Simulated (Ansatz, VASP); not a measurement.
Given: the input of a run of Ansatz 0.2.0 on Ge.

Contents of input.yaml:

```yaml
crystal:
  lattice:
    - [4.0232197949, 0.0, 0.0]
    - [-2.0116098974, 3.4842105474, 0.0]
    - [0.0, 0.0, 10.919575844]
  atoms:
    - { symbol: Ge, position: [0.6666666667, 0.3333333333, 0.414848] }
    - { symbol: Ge, position: [0.3333333333, 0.6666666667, 0.914848] }
    - { symbol: Ge, position: [0.0, 0.0, 0.477452] }
    - { symbol: Ge, position: [0.0, 0.0, 0.977452] }
hamiltonian:
  xc: pbe
  pseudopotentials: { kind: paw }
kpoints:
  mp_grid: { grid: [8, 8, 3] }
scf:
  occupations: { method: fermi_dirac, width: 0.05 }
output:
  forces: true
  stress: true
  eigenvalues: true
```

Potentials or basis: Ansatz PAW.

Launch:

```bash
$ ansatz run input.yaml --threads 2 --pin off --max-ram 5120MiB --backend cpu --events-out ev --progress --plain --runs-dir out
```

Task: Translate it to VASP 6.6.1. Potentials there: VASP PAW PBE potentials, release 64 (Ge_d).

Result: As run (the cutoff follows the program's own potentials):

The input INCAR:

```
SYSTEM = Ge
PREC = Accurate
ENCUT = 520
EDIFF = 1E-6
ISMEAR = -1
SIGMA = 0.05
LREAL = .False.
LASPH = .True.
NELM = 60
ALGO = Normal
ISIF = 2
LWAVE = .False.
LCHARG = .True.
GGA = PE
LELF = .True.
LVHAR = .True.
NBANDS = 36
```

Contents of KPOINTS:

```
Automatic mesh
0
Gamma
  8 8 3
  0 0 0
```

POSCAR

```
Ge
1.0
    4.0232197949      0.0000000000      0.0000000000
   -2.0116098974      3.4842105474      0.0000000000
    0.0000000000      0.0000000000     10.9195758440
Ge
4
Direct
    0.6666666667      0.3333333333      0.4148480000
    0.3333333333      0.6666666667      0.9148480000
    0.0000000000      0.0000000000      0.4774520000
    0.0000000000      0.0000000000      0.9774520000
```

Potentials or basis: VASP PAW PBE potentials, release 64 (Ge_d).

Command:

```sh
$ cat potpaw_PBE.64/Ge_d/POTCAR > POTCAR
$ mpirun -np 1 vasp_std > vasp.out
```

Both were run:

|  | VASP | Ansatz | Ansatz less VASP |
| --- | --- | --- | --- |
| gap on the k mesh at the Fermi level (eV) | 0.68 | 0.68 | 0.000 |
| least direct gap on the mesh (eV) | 0.69 | 0.69 | 0.000 |
| pressure (GPa) | 0.3 | 0.3 | +0.06 |
| traceless stress, the component that is largest in VASP (GPa) | -0.51 | -0.53 | -0.019 |
| rms of the force components (eV/Å) | 0.015 | 0.014 | -0.0007 |

Atom by atom the forces differ by 0.001 eV/Å (rms over components).

Noted on Ansatz's run: odd divisions of the mesh miss points on the zone boundary, where band edges often lie, so the gap on the mesh can be too wide.
